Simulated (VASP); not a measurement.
# BAs (e600) (F-43m) in VASP: notebook

BAs (e600) is run at these levels: PBEsol; tasks: single point.

Everything below comes from runs of VASP 6.6.1. Logs are shortened: lines on timing, memory, paths and dates and some standing lists are left out, and cuts for length are marked.

**1. The cell of the first run**

The structure is cubic, space group F-43m (No. 216). The conventional cell has a = 4.768 Å, b = 4.768 Å, c = 4.768 Å, α = 90.00°, β = 90.00°, γ = 90.00°. B (site symmetry -43m) has 4 As at 2.06 Å within 2.7 Å. Within 2.7 Å of As (site symmetry -43m) lie 4 B at 2.06 Å.

**2. Single point, PBEsol**

Contents of INCAR:

```
ALGO     = Normal         # electronic algorithm
EDIFF    = 1E-6           # SCF threshold, eV
ENCUT    = 520            # plane-wave cutoff, eV
GGA      = PS             # functional
ISIF     = 2              # what is computed and relaxed
ISMEAR   = 0              # smearing method
LASPH    = T              # aspherical terms in the spheres
LCHARG   = F              # write CHGCAR
LREAL    = F              # projectors in reciprocal space
LWAVE    = F              # write WAVECAR
NBANDS   = 11             # bands
NELM     = 100            # most SCF steps
PREC     = Accurate       # precision mode
SIGMA    = 0.02           # smearing width, eV
```

Contents of KPOINTS:

```
k-points
0
Gamma
  8 8 8
```

Contents of POSCAR:

```
BAs
1.0
    0.0000000000      2.3838113257      2.3838113257
    2.3838113257      0.0000000000      2.3838113257
    2.3838113257      2.3838113257      0.0000000000
B As
1 1
Direct
    0.0000000000      0.0000000000      0.0000000000
    0.2500000000      0.2500000000      0.2500000000
```

Potentials or basis: VASP PAW PBE potentials, release 64 (B, As).

Started as:

```sh
$ cat potpaw_PBE.64/B/POTCAR potpaw_PBE.64/As/POTCAR > POTCAR
$ mpirun -np 1 vasp_std > vasp.out
```

OUTCAR:

```text
EDIFF = 1E-6
   ENCUT = 520
   GGA = PS
   ISIF = 2
   ISMEAR = 0
   LASPH = T
   LREAL = F
   NELM = 100
   PREC = Accurate

 ion  position               nearest neighbor table
   1  0.000  0.000  0.000-   2 2.06   2 2.06   2 2.06   2 2.06
   2  0.250  0.250  0.250-   1 2.06   1 2.06   1 2.06   1 2.06

  LATTYP: Found a face centered cubic cell.
 ALAT       =     4.7676226514

  Lattice vectors:

 A1 = (   0.0000000000,   2.3838113257,   2.3838113257)
 A2 = (   2.3838113257,   0.0000000000,   2.3838113257)
 A3 = (   2.3838113257,   2.3838113257,   0.0000000000)

Analysis of symmetry for initial positions (statically):
=====================================================================
 Subroutine PRICEL returns:
 Original cell was already a primitive cell.

 Routine SETGRP: Setting up the symmetry group for a
 face centered cubic supercell.

 Subroutine GETGRP returns: Found 24 space group operations
 (whereof 24 operations were pure point group operations)
 out of a pool of 48 trial point group operations.

The static configuration has the point symmetry T_d .

Analysis of symmetry for dynamics (positions and initial velocities):
=====================================================================
 Subroutine PRICEL returns:
 Original cell was already a primitive cell.

 Routine SETGRP: Setting up the symmetry group for a
 face centered cubic supercell.

 Subroutine GETGRP returns: Found 24 space group operations
 (whereof 24 operations were pure point group operations)
 out of a pool of 48 trial point group operations.

The dynamic configuration has the point symmetry T_d .

 Subroutine INISYM returns: Found 24 space group operations
 (whereof 24 operations are pure point group operations),
 and found     1 'primitive' translations

----------------------------------------------------------------------------------------

                                     Primitive cell

  volume of cell :      27.0923

  direct lattice vectors                    reciprocal lattice vectors
     0.000000000  2.383811326  2.383811326    -0.209748143  0.209748143  0.209748143
     2.383811326  0.000000000  2.383811326     0.209748143 -0.209748143  0.209748143
     2.383811326  2.383811326  0.000000000     0.209748143  0.209748143 -0.209748143

  length of vectors
     3.371218307  3.371218307  3.371218307     0.363294441  0.363294441  0.363294441

  position of ions in fractional coordinates (direct lattice)
     0.000000000  0.000000000  0.000000000
     0.250000000  0.250000000  0.250000000
[... 80 lines left out ...]
   NSW    =      0    number of steps for IOM
   IBRION =     -1    ionic relax: 0-MD 1-quasi-New 2-CG
   NFREE  =      0    steps in history (QN), initial steepest desc. (CG)
   ISIF   =      2    stress and relaxation
   ISYM   =      2    0-nonsym 1-usesym 2-fastsym
   POTIM  = 0.5000    time-step for ionic-motion
   TEBEG  =    0.0;   TEEND  =   0.0 temperature during run
   PSTRESS=    0.0 pullay stress
   NELECT =       8.0000    total number of electrons
   NUPDOWN=      -1.0000    fix difference up-down
   EMIN   =  10.00;   EMAX   =-10.00  energy-range for DOS
   EFERMI =   0.00;   METHOD = LEGACY
   ISMEAR =     0;   SIGMA  =   0.02  broadening in eV -4-tet -1-fermi 0-gaus
   EFERMI_NEDOS =   21; number of points for ismear=-14 and -15
   IALGO  =     38    algorithm
   IMIX   =      4    mixing-type and parameters
     AMIX     =   0.40;   BMIX     =  1.00
     AMIX_MAG =   1.60;   BMIX_MAG =  1.00
  volume/ion in A,a.u.               =      13.55        91.41
  Fermi-wavevector in a.u.,A,eV,Ry     =   1.090158  2.060101 16.169781  1.188445
  Thomas-Fermi vector in A             =   2.226377
   LORBIT       =      0    0 simple, 1 ext, 2 COOP (PROOUT), +10 PAW based schemes
   GGA     = PS    functional components
   LHFCALC =     F    Hartree Fock is set to
   AEXX    =    0.0000 exact exchange contribution
   IVDW    =     0    specifies the selected vdW correction
   LEPSILON=     F    determine dielectric tensor
   LRPA    =     F    only Hartree local field effects (RPA)
 non-spin polarized calculation
 Gauss-broadening in eV      SIGMA  =   0.02
  energy-cutoff  :      520.00
  volume of cell :       27.09
 maximum number of plane-waves:       745
 NGX is ok and might be reduce to    28
   NGX = 13   NGY = 13   NGZ = 13

 number of electron       8.0000000 magnetization

 Free energy of the ion-electron system (eV)
  ---------------------------------------------------
  ext. energy  EPLUGINS =         0.00000000
  ---------------------------------------------------
  free energy    TOTEN  =       -12.20105269 eV

  energy without entropy =      -12.20105269  energy(sigma->0) =      -12.20105269

 E-fermi :   6.2965     XC(G=0): -10.7557

 val. band max:        6.1101186604   @ k =   0.0000   0.0000   0.0000
 cond. band min:       7.1964879741   @ k =   0.3750   0.3750   0.0000
 fundamental gap:      1.0863693137
 Fermi energy:         6.2964744283

 k-point     1 :       0.0000    0.0000    0.0000
  band No.  band energies     occupation
      1      -9.3813      2.00000
      2       6.1101      2.00000
      3       6.1101      2.00000
      4       6.1101      2.00000
      5       9.3569      0.00000
      6       9.3569      0.00000
      7       9.3569      0.00000
      8      10.8668      0.00000
      9      15.4852      0.00000
     10      19.0645      0.00000
     11      19.0645      0.00000
[... 309 lines left out ...]
 k-point    24 :      -0.3750    0.2500    0.1250
  band No.  band energies     occupation
      1      -5.8980      2.00000
      2      -2.2477      2.00000
      3       1.4966      2.00000
      4       2.9903      2.00000
      5      10.0222      0.00000
      6      10.8166      0.00000
      7      13.5739      0.00000
      8      15.1162      0.00000
      9      16.3729      0.00000
     10      20.2621      0.00000
     11      21.2417      0.00000

 [... further k-points ...]
[... 5 lines left out ...]
  --------------------------------------------------------------------------------------
  -------------------------------------------------------------------------------------
  Total        0.1521247      0.1521247      0.1521247      0.0000000      0.0000000      0.0000000
  in kB        8.9963180      8.9963180      8.9963180      0.0000000      0.0000000      0.0000000
  external PRESSURE =       8.9963180 kB  Pullay stress =       0.0000000 kB

 VOLUME and BASIS-vectors are now :
 -----------------------------------------------------------------------------
  energy-cutoff  :      520.00
  volume of cell :       27.09
      direct lattice vectors                 reciprocal lattice vectors
     0.000000000  2.383811326  2.383811326    -0.209748143  0.209748143  0.209748143
     2.383811326  0.000000000  2.383811326     0.209748143 -0.209748143  0.209748143
     2.383811326  2.383811326  0.000000000     0.209748143  0.209748143 -0.209748143

 POSITION                                       TOTAL-FORCE (eV/Angst)
 -----------------------------------------------------------------------------------
      0.00000      0.00000      0.00000        -0.000000     -0.000000      0.000000
      1.19191      1.19191      1.19191         0.000000      0.000000     -0.000000
 -----------------------------------------------------------------------------------
    total drift:                               -0.000000     -0.000000     -0.000000

  FREE ENERGIE OF THE ION-ELECTRON SYSTEM (eV)
  ---------------------------------------------------
  free  energy   TOTEN  =       -12.2010526861 eV

  energy  without entropy=      -12.2010526861  energy(sigma->0) =      -12.20105269
```

It took 11 s on 1 thread of Intel Xeon Platinum 8559C (Emerald Rapids), shared host; peak memory 0.14 GiB.

What came out:

```
Free energy            : -12.2011 eV
Pressure               : 0.9 GPa
Band gap on the k mesh : 1.09 eV, indirect (least direct gap 3.25 eV)
```

Levels at points of the mesh, in eV from the valence-band top:
```csv
k point,band 1,band 2,band 3,band 4,band 5,band 6,band 7,band 8
"(0.00, 0.00, 0.00)",-15.49,0.00,0.00,0.00,3.25,3.25,3.25,4.76
"(0.50, 0.00, 0.00)",-12.59,-8.88,-1.84,-1.84,2.69,4.73,4.73,8.72
"(0.50, 0.50, 0.00)",-11.27,-8.57,-4.13,-4.13,1.31,1.33,11.40,11.40
```

Caveat: the PAW data sets were made with another functional, which shifts forces and pressure a little. A k mesh can miss the band edges.

[end of part 1 of 2]
